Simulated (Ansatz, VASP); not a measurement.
# One calculation of GaN, two programs

The input INCAR:

```
PREC     = Accurate       # precision mode
ENCUT    = 520            # plane-wave cutoff, eV
EDIFF    = 1E-7           # SCF threshold, eV
ISMEAR   = 0              # smearing method
SIGMA    = 0.05           # smearing width, eV
LREAL    = False          # projectors in reciprocal space
LASPH    = True           # aspherical terms in the spheres
NELM     = 60             # most SCF steps
ALGO     = Normal         # electronic algorithm
ISIF     = 2              # what is computed and relaxed
LWAVE    = False          # write WAVECAR
LCHARG   = False          # write CHGCAR
GGA      = PE             # functional
NBANDS   = 26             # bands
```

The input KPOINTS:

```
regular mesh
0
Gamma
  12 12 6
```

Contents of POSCAR:

```
GaN
1.0
    3.2184289119      0.0000000000      0.0000000000
   -1.6092144560      2.7872411979      0.0000000000
    0.0000000000      0.0000000000      5.2430304311
Ga N
2 2
Direct
    0.3333333333      0.6666666667      1.0134363910
    0.6666666667      0.3333333333      0.4848269824
    0.3333333333      0.6666666667      0.3771536073
    0.6666666667      0.3333333333      0.8745830193
```

Input for Ansatz:

```yaml
crystal:
  lattice:
    - [3.2184289119, 0.0, 0.0]
    - [-1.609214456, 2.7872411979, 0.0]
    - [0.0, 0.0, 5.2430304311]
  atoms:
    - { symbol: Ga, position: [0.3333333333, 0.6666666667, 1.013436391] }
    - { symbol: Ga, position: [0.6666666667, 0.3333333333, 0.4848269824] }
    - { symbol: "N", position: [0.3333333333, 0.6666666667, 0.3771536073] }
    - { symbol: "N", position: [0.6666666667, 0.3333333333, 0.8745830193] }
basis:
  ecutwfc: 420
kpoints:
  mp_grid: { grid: [12, 12, 6] }
hamiltonian:
  xc: pbe
scf:
  occupations: { method: gaussian, width: 0.05 }
output:
  forces: true
  stress: true
  eigenvalues: true
```

Change from the starting cell: mode 6 (319.1 1/cm) frozen in, largest displacement +0.075 Å.

Alike in both runs: task single point; functional PBE; k mesh 12 × 12 × 6; occupations gaussian, width 0.05 eV; no spin polarisation.

|  | VASP | Ansatz |
| --- | --- | --- |
| version | VASP 6.6.1 | Ansatz 0.2.0 |
| potentials or method | VASP PAW PBE potentials, release 64 (Ga_d, N), cutoff 520 eV | scalar-relativistic, plane waves, PAW |
| valence electrons in the cell | 36 | 36 |

```tsv
	VASP	Ansatz	Ansatz less VASP
gap on the k mesh at the Fermi level (eV)	1.45	1.45	0.000
least direct gap on the mesh (eV)	1.45	1.45	0.000
pressure (GPa)	0.8	0.7	-0.10
traceless stress, the component that is largest in VASP (GPa)	0.41	0.41	-0.002
rms of the force components (eV/Å)	0.808	0.808	+0.0004
```

Atom by atom the forces differ by 0.004 eV/Å (rms over components). The functional is the same, so the differences come from potentials, cutoffs and numerics.
